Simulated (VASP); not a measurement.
Input of a VASP 6.6.1 run:

File INCAR:

```
PREC = Accurate ; ENCUT = 520
EDIFF = 1E-6 ; ISMEAR = -1
SIGMA = 0.02 ; LREAL = False
LASPH = True ; NELM = 60
ALGO = Normal ; ISIF = 2
LWAVE = False ; LCHARG = True
GGA = PE ; LELF = True
LVHAR = True ; NBANDS = 31
```

KPOINTS

```
regular mesh
0
Gamma
  4 4 6
```

POSCAR

```
PtSe2
1.0
    5.9146135948      0.0000000000      0.0000000000
    0.0000000000      5.9146135948      0.0000000000
    0.0000000000      0.0000000000      4.0872344940
Pt Se
2 4
Direct
    0.0000000000      0.0000000000      0.0000000000
    0.5000000000      0.5000000000      0.5000000000
    0.3100953199      0.3100953199      0.0000000000
    0.1899046801      0.8100953199      0.5000000000
    0.8100953199      0.1899046801      0.5000000000
    0.6899046801      0.6899046801      0.0000000000
```

Potentials or basis: VASP PAW PBE potentials, release 64 (Pt, Se).

Run with:

```sh
$ cat potpaw_PBE.64/Pt/POTCAR potpaw_PBE.64/Se/POTCAR > POTCAR
$ mpirun -np 1 vasp_std > vasp.out
```

(1) Estimate the pressure.

(2) Estimate the largest force.

(3) Predict the band gap on the k mesh.

## Answers

(1) -5.1 GPa.

(2) 0.136 eV/Å.

(3) zero (bands 22 and 23 overlap by 0.40 eV).

Caveat: the cell stands under tension; the structure was generated, so it needn't be the stable form of PtSe2; spin-orbit coupling is left out, which moves the levels of the heavy elements.
